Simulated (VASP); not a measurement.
# Ga2O3 (C2/m) in VASP: notebook

Ga2O3 is run at these levels: PBE, BLYP+D3(BJ); tasks: single point.

Everything below comes from runs of VASP 6.6.1. Logs are shortened: lines on timing, memory, paths and dates and some standing lists are left out, and cuts for length are marked.

## 1. The cell of the first run

Symmetry: C2/m, No. 12, monoclinic system. Conventional cell: a = 12.214 Å, b = 3.037 Å, c = 5.798 Å, α = 90.00°, β = 103.83°, γ = 90.00°. Within 2.6 Å of Ga (site symmetry m) lie 6 O at 1.94 to 2.07 Å. Ga (site symmetry m) has 4 O at 1.83 to 1.86 Å within 2.4 Å. Within 2.4 Å of O (site symmetry m) lie 3 Ga at 1.83 to 1.94 Å. Within 2.5 Å of O (site symmetry m) lie 4 Ga at 1.86 to 2.07 Å. Within 2.4 Å of O (site symmetry m) lie 3 Ga at 1.83 to 1.94 Å.

## 2. Single point, PBE

Input file INCAR:

```
ALGO     = Normal         # electronic algorithm
EDIFF    = 1E-6           # SCF threshold, eV
ENCUT    = 520            # plane-wave cutoff, eV
GGA      = PE             # functional
ISIF     = 2              # what is computed and relaxed
ISMEAR   = -1             # smearing method
LASPH    = True           # aspherical terms in the spheres
LCHARG   = False          # write CHGCAR
LREAL    = False          # projectors in reciprocal space
LWAVE    = False          # write WAVECAR
NBANDS   = 55             # bands
NELM     = 100            # most SCF steps
PREC     = Accurate       # precision mode
SIGMA    = 0.05           # smearing width, eV
```

Input file KPOINTS:

```
k-points
0
Gamma
  3 3 2
```

Input file POSCAR:

```
Ga2O3
1.0
    6.1070000000     -1.5185500000      0.0000000000
    6.1070000000      1.5185500000      0.0000000000
   -1.3859888959      0.0000000000      5.6300087380
Ga O
4 6
Direct
    0.3413400000      0.3413400000      0.6859800000
    0.6586600000      0.6586600000      0.3140200000
    0.9095000000      0.9095000000      0.2054000000
    0.0905000000      0.0905000000      0.7946000000
    0.5041000000      0.5041000000      0.7434000000
    0.4959000000      0.4959000000      0.2566000000
    0.8267000000      0.8267000000      0.4368000000
    0.1733000000      0.1733000000      0.5632000000
    0.8355000000      0.8355000000      0.8902000000
    0.1645000000      0.1645000000      0.1098000000
```

Potentials or basis: VASP PAW PBE potentials, release 64 (Ga_d, O).

Started as:

```
$ cat potpaw_PBE.64/Ga_d/POTCAR potpaw_PBE.64/O/POTCAR > POTCAR
$ mpirun -np 1 vasp_std > vasp.out
```

OUTCAR:

```text
EDIFF = 1E-6
   ENCUT = 520
   GGA = PE
   ISIF = 2
   ISMEAR = -1
   LASPH = True
   LREAL = False
   NELM = 100
   PREC = Accurate

 ion  position               nearest neighbor table
   1  0.341  0.341  0.686-   5 1.94   9 1.94   9 1.94   8 2.01   7 2.07   7 2.07
   2  0.659  0.659  0.314-   6 1.94  10 1.94  10 1.94   7 2.01   8 2.07   8 2.07
   3  0.910  0.910  0.205-   6 1.83   6 1.83   9 1.83   7 1.86
   4  0.090  0.090  0.795-   5 1.83   5 1.83  10 1.83   8 1.86
   5  0.504  0.504  0.743-   4 1.83   4 1.83   1 1.94
   6  0.496  0.496  0.257-   3 1.83   3 1.83   2 1.94
   7  0.827  0.827  0.437-   3 1.86   2 2.01   1 2.07   1 2.07
   8  0.173  0.173  0.563-   4 1.86   1 2.01   2 2.07   2 2.07
   9  0.836  0.836  0.890-   3 1.83   1 1.94   1 1.94
  10  0.164  0.164  0.110-   4 1.83   2 1.94   2 1.94

  LATTYP: Found a base centered monoclinic cell.
 ALAT       =    12.2140000000
 B/A-ratio  =     0.2486572785
 C/A-ratio  =     0.4747093499
 COS(beta)  =    -0.2390419096

  Lattice vectors:

 A1 = (   6.1070000000,  -1.5185500000,   0.0000000000)
 A2 = (   6.1070000000,   1.5185500000,   0.0000000000)
 A3 = (  -1.3859888959,   0.0000000000,   5.6300087380)

Analysis of symmetry for initial positions (statically):
=====================================================================
 Subroutine PRICEL returns:
 Original cell was already a primitive cell.

 Routine SETGRP: Setting up the symmetry group for a
 base centered monoclinic supercell.

 Subroutine GETGRP returns: Found  4 space group operations
 (whereof  4 operations were pure point group operations)
 out of a pool of  4 trial point group operations.

The static configuration has the point symmetry C_2h.

Analysis of symmetry for dynamics (positions and initial velocities):
=====================================================================
 Subroutine PRICEL returns:
 Original cell was already a primitive cell.

 Routine SETGRP: Setting up the symmetry group for a
 base centered monoclinic supercell.

 Subroutine GETGRP returns: Found  4 space group operations
 (whereof  4 operations were pure point group operations)
 out of a pool of  4 trial point group operations.

The dynamic configuration has the point symmetry C_2h.

 Subroutine INISYM returns: Found  4 space group operations
 (whereof  4 operations are pure point group operations),
 and found     1 'primitive' translations

----------------------------------------------------------------------------------------

                                     Primitive cell

  volume of cell :     104.4230

  direct lattice vectors                    reciprocal lattice vectors
     6.107000000 -1.518550000  0.000000000     0.081873260 -0.329261467  0.020155462
     6.107000000  1.518550000  0.000000000     0.081873260  0.329261467  0.020155462
    -1.385988896  0.000000000  5.630008738     0.000000000  0.000000000  0.177619618

  length of vectors
     6.292967750  6.292967750  5.798100000     0.339886138  0.339886138  0.177619618

  position of ions in fractional coordinates (direct lattice)
     0.341340000  0.341340000  0.685980000
     0.658660000  0.658660000  0.314020000
     0.909500000  0.909500000  0.205400000
     0.090500000  0.090500000  0.794600000
     0.504100000  0.504100000  0.743400000
     0.495900000  0.495900000  0.256600000
     0.826700000  0.826700000  0.436800000
     0.173300000  0.173300000  0.563200000
     0.835500000  0.835500000  0.890200000
     0.164500000  0.164500000  0.109800000

  ion indices of the primitive-cell ions
   primitive index   ion index
                 1           1
                 2           2
                 3           3
                 4           4
                 5           5
                 6           6
                 7           7
                 8           8
                 9           9
                10          10

----------------------------------------------------------------------------------------

 KPOINTS: k-points

Automatic generation of k-mesh.
 Grid dimensions read from file:
 generate k-points for:    3    3    2

 Generating k-lattice:

  Cartesian coordinates                     Fractional coordinates (reciprocal lattice)
     0.027291087 -0.109753822  0.006718487     0.333333333  0.000000000  0.000000000
     0.027291087  0.109753822  0.006718487     0.000000000  0.333333333  0.000000000
     0.000000000  0.000000000  0.088809809     0.000000000  0.000000000  0.500000000

  Length of vectors
     0.113295379  0.113295379  0.088809809

  Shift w.r.t. Gamma in fractional coordinates (k-lattice)
     0.000000000  0.000000000  0.000000000

 Subroutine IBZKPT returns following result:
 ===========================================

 Found      8 irreducible k-points:

 Following reciprocal coordinates:
            Coordinates               Weight
  0.000000  0.000000  0.000000      1.000000
  0.333333 -0.000000 -0.000000      4.000000
  0.333333  0.333333 -0.000000      2.000000
 -0.333333  0.333333  0.000000      2.000000
  0.000000  0.000000  0.500000      1.000000
  0.333333 -0.000000  0.500000      4.000000
  0.333333  0.333333  0.500000      2.000000
 -0.333333  0.333333  0.500000      2.000000
   k-points           NKPTS =      8   k-points in BZ     NKDIM =      8   number of bands    NBANDS=     55
   number of dos      NEDOS =    301   number of ions     NIONS =     10
   total plane-waves  NPLWV = 110592
   dimension x,y,z NGX =    48 NGY =   48 NGZ =   48
   dimension x,y,z NGXF=    96 NGYF=   96 NGZF=   96
   ions per type =               4   6
   NGX,Y,Z   is equivalent  to a cutoff of  12.68, 12.68, 13.76 a.u.
   NGXF,Y,Z  is equivalent  to a cutoff of  25.36, 25.36, 27.53 a.u.
 SYSTEM =  unknown system
   PREC   = accura    normal or accurate (medium, high low for compatibility)
   ISTART =      0    job   : 0-new  1-cont  2-samecut
   ICHARG =      2    charge: 1-file 2-atom 10-const
   ISPIN  =      1    spin polarized calculation?
   LNONCOLLINEAR =      F non collinear calculations
   LSORBIT =      F    spin-orbit coupling
   LASPH  =      T    aspherical Exc in radial PAW
   ENCUT  =  520.0 eV  38.22 Ry    6.18 a.u.  11.70 11.70 10.78*2*pi/ulx,y,z
   NELM   =    100;   NELMIN=  2; NELMDL= -5     # of ELM steps
   EDIFF  = 0.1E-05   stopping-criterion for ELM
   LREAL  =      F    real-space projection
   EDIFFG = 0.1E-04   stopping-criterion for IOM
   NSW    =      0    number of steps for IOM
   IBRION =     -1    ionic relax: 0-MD 1-quasi-New 2-CG
   NFREE  =      0    steps in history (QN), initial steepest desc. (CG)
   ISIF   =      2    stress and relaxation
   ISYM   =      2    0-nonsym 1-usesym 2-fastsym
   POTIM  = 0.5000    time-step for ionic-motion
   TEBEG  =    0.0;   TEEND  =   0.0 temperature during run
   PSTRESS=    0.0 pullay stress
   NELECT =      88.0000    total number of electrons
   NUPDOWN=      -1.0000    fix difference up-down
   EMIN   =  10.00;   EMAX   =-10.00  energy-range for DOS
   EFERMI =   0.00;   METHOD = LEGACY
   ISMEAR =    -1;   SIGMA  =   0.05  broadening in eV -4-tet -1-fermi 0-gaus
   EFERMI_NEDOS =   21; number of points for ismear=-14 and -15
   IALGO  =     38    algorithm
   IMIX   =      4    mixing-type and parameters
     AMIX     =   0.40;   BMIX     =  1.00
     AMIX_MAG =   1.60;   BMIX_MAG =  1.00
  volume/ion in A,a.u.               =      10.44        70.47
  Fermi-wavevector in a.u.,A,eV,Ry     =   1.546335  2.922150 32.533613  2.391153
  Thomas-Fermi vector in A             =   2.651586
   LORBIT       =      0    0 simple, 1 ext, 2 COOP (PROOUT), +10 PAW based schemes
   GGA     = PE    functional components
   LHFCALC =     F    Hartree Fock is set to
   AEXX    =    0.0000 exact exchange contribution
   IVDW    =     0    specifies the selected vdW correction
   LEPSILON=     F    determine dielectric tensor
   LRPA    =     F    only Hartree local field effects (RPA)
 non-spin polarized calculation
  energy-cutoff  :      520.00
  volume of cell :      104.42
 maximum number of plane-waves:      2838
   NGX = 23   NGY = 23   NGZ = 21

 number of electron      88.0000020 magnetization

 Free energy of the ion-electron system (eV)
  ---------------------------------------------------
  ext. energy  EPLUGINS =         0.00000000
  ---------------------------------------------------
  free energy    TOTEN  =       -59.37250842 eV

  energy without entropy =      -59.37250842  energy(sigma->0) =      -59.37250842

 E-fermi :   5.0641     XC(G=0): -11.6398

 val. band max:        3.8936168667   @ k =   0.0000   0.0000   0.0000
 cond. band min:       6.3277529756   @ k =   0.0000   0.0000   0.0000
 fundamental gap:      2.4341361089
 Fermi energy:         5.0641117342

 k-point     1 :       0.0000    0.0000    0.0000
  band No.  band energies     occupation
      1     -15.0437      2.00000
      2     -13.8787      2.00000
      3     -13.8435      2.00000
      4     -13.7172      2.00000
      5     -13.2434      2.00000
      6     -13.2273      2.00000
[... 47 lines left out ...]
     54      16.2968      0.00000
     55      16.6039      0.00000

 k-point     2 :       0.3333   -0.0000   -0.0000
  band No.  band energies     occupation
      1     -14.3105      2.00000
      2     -13.7487      2.00000
      3     -13.6415      2.00000
      4     -13.4878      2.00000
      5     -13.2372      2.00000
      6     -13.2291      2.00000
[... 47 lines left out ...]
     54      15.0880      0.00000
     55      15.7132      0.00000

 k-point     3 :       0.3333    0.3333   -0.0000
  band No.  band energies     occupation
      1     -14.8463      2.00000
      2     -14.3187      2.00000
      3     -13.8622      2.00000
      4     -13.4771      2.00000
      5     -13.2522      2.00000
      6     -13.2287      2.00000
[... 47 lines left out ...]
     54      16.1661      0.00000
     55      16.3768      0.00000

 k-point     4 :      -0.3333    0.3333    0.0000
  band No.  band energies     occupation
      1     -14.0743      2.00000
      2     -14.0482      2.00000
      3     -13.6072      2.00000
      4     -13.4884      2.00000
      5     -13.2272      2.00000
      6     -13.2262      2.00000
[... 47 lines left out ...]
     54      15.2421      0.00000
     55      15.4178      0.00000

 k-point     5 :       0.0000    0.0000    0.5000
  band No.  band energies     occupation
      1     -14.7623      2.00000
      2     -14.3064      2.00000
      3     -13.8672      2.00000
      4     -13.5643      2.00000
      5     -13.3407      2.00000
      6     -13.1890      2.00000
[... 47 lines left out ...]
     54      15.7078      0.00000
     55      16.4581      0.00000

 k-point     6 :       0.3333   -0.0000    0.5000
  band No.  band energies     occupation
      1     -14.1376      2.00000
      2     -13.8591      2.00000
      3     -13.6625      2.00000
      4     -13.4558      2.00000
      5     -13.3367      2.00000
      6     -13.2301      2.00000
[... 47 lines left out ...]
     54      15.3310      0.00000
     55      15.5672      0.00000

 k-point     7 :       0.3333    0.3333    0.5000
  band No.  band energies     occupation
      1     -14.6688      2.00000
      2     -14.2136      2.00000
      3     -14.0408      2.00000
      4     -13.6239      2.00000
      5     -13.3889      2.00000
      6     -13.1322      2.00000
[... 47 lines left out ...]
     54      15.9998      0.00000
     55      16.7723      0.00000

 k-point     8 :      -0.3333    0.3333    0.5000
  band No.  band energies     occupation
      1     -14.0384      2.00000
      2     -13.8580      2.00000
      3     -13.7293      2.00000
      4     -13.4828      2.00000
      5     -13.3731      2.00000
      6     -13.2142      2.00000
[... 47 lines left out ...]
     54      15.6280      0.00000
     55      15.9877      0.00000

------------------------ aborting loop because EDIFF is reached ----------------------------------------

  FORCE on cell =-STRESS in cart. coord.  units (eV):
  Direction    XX          YY          ZZ          XY          YZ          ZX
  --------------------------------------------------------------------------------------
  -------------------------------------------------------------------------------------
  Total        6.0564314      7.6095724      6.2535113      0.0000000      0.0000000      0.0104507
  in kB       92.9247285    116.7548022     95.9485553      0.0000000      0.0000000      0.1603470
  external PRESSURE =     101.8760287 kB  Pullay stress =       0.0000000 kB

 VOLUME and BASIS-vectors are now :
 -----------------------------------------------------------------------------
  energy-cutoff  :      520.00
  volume of cell :      104.42
      direct lattice vectors                 reciprocal lattice vectors
     6.107000000 -1.518550000  0.000000000     0.081873260 -0.329261467  0.020155462
     6.107000000  1.518550000  0.000000000     0.081873260  0.329261467  0.020155462
    -1.385988896  0.000000000  5.630008738     0.000000000  0.000000000  0.177619618

 POSITION                                       TOTAL-FORCE (eV/Angst)
 -----------------------------------------------------------------------------------
      3.21837      0.00000      3.86207         0.030965      0.000000     -0.053825
      7.60965      0.00000      1.76794        -0.030965      0.000000      0.053825
     10.82395      0.00000      1.15640        -0.116498      0.000000     -0.079817
      0.00406      0.00000      4.47360         0.116498      0.000000      0.079817
      5.12673      0.00000      4.18535        -0.171166      0.000000     -0.051715
      5.70128      0.00000      1.44466         0.171166      0.000000      0.051715
      9.49191      0.00000      2.45919         0.017841      0.000000      0.021883
      1.33610      0.00000      3.17082        -0.017841      0.000000     -0.021883
      8.97099      0.00000      5.01183        -0.207876      0.000000      0.119874
      1.85702      0.00000      0.61817         0.207876      0.000000     -0.119874
 -----------------------------------------------------------------------------------
    total drift:                                0.000000      0.000000      0.000000

  FREE ENERGIE OF THE ION-ELECTRON SYSTEM (eV)
  ---------------------------------------------------
  free  energy   TOTEN  =       -59.3725084226 eV

  energy  without entropy=      -59.3725084226  energy(sigma->0) =      -59.37250842
```

It took 87 s on 1 thread of Intel Xeon 6975P-C, shared host; peak memory 0.32 GiB.

Results:

```yaml
Free_energy: -59.3725 eV
Pressure: 10.2 GPa
Largest_force: 0.240 eV/Å
Band_gap_on_the_k_mesh: 2.43 eV, direct
```

Forces in eV/Å, atoms in the order of the input:
```
Ga   0.031  0.000 -0.054
Ga  -0.031  0.000  0.054
Ga  -0.116  0.000 -0.080
Ga   0.116  0.000  0.080
O   -0.171  0.000 -0.052
O    0.171  0.000  0.052
O    0.018  0.000  0.022
O   -0.018  0.000 -0.022
O   -0.208  0.000  0.120
O    0.208  0.000 -0.120
```

Caveat: the k points lie up to 0.71 Å⁻¹ apart.

## 3. Single point, PBE

INCAR: that of step 2 with these lines changed.

```diff
@@ -11,3 +11,3 @@
 NBANDS   = 55             # bands
-NELM     = 100            # most SCF steps
+NELM     = 60             # most SCF steps
 PREC     = Accurate       # precision mode
```

Input file KPOINTS:

```
k-points
0
Gamma
  5 5 3
```

POSCAR is that of step 2.

Potentials or basis: VASP PAW PBE potentials, release 64 (Ga_d, O).

Started as:

```
$ cat potpaw_PBE.64/Ga_d/POTCAR potpaw_PBE.64/O/POTCAR > POTCAR
$ mpirun -np 1 vasp_std > vasp.out
```

Wall time 2.7 min (1 thread of Intel Xeon Platinum 8488C (Sapphire Rapids), shared host); peak memory 0.36 GiB.

Results (log left out):

* Free energy: -59.4996 eV
* Pressure: 10.1 GPa
* Largest force: 0.245 eV/Å
* Band gap on the k mesh: 2.44 eV, direct

Forces in eV/Å, atoms in the order of the input:
```
Ga   0.033  0.000 -0.059
Ga  -0.033  0.000  0.059
Ga  -0.109  0.000 -0.069
Ga   0.109  0.000  0.069
O   -0.164  0.000 -0.056
O    0.164  0.000  0.056
O    0.032  0.000  0.047
O   -0.032  0.000 -0.047
O   -0.223  0.000  0.101
O    0.223  0.000 -0.101
```

Stress tensor (GPa, compression positive):
```
 9.85  0.00  0.16
 0.00 10.93  0.00
 0.16  0.00  9.61
```

Levels at points of the mesh, in eV from the valence-band top:
```
           k point  band 41  band 42  band 43  band 44  band 45  band 46  band 47  band 48
(0.00, 0.00, 0.00)    -0.64    -0.45    -0.26     0.00     2.44     5.74     6.78     6.81
```

Caveat: the k points lie up to 0.43 Å⁻¹ apart.

(Part 1 of 2 ends here.)
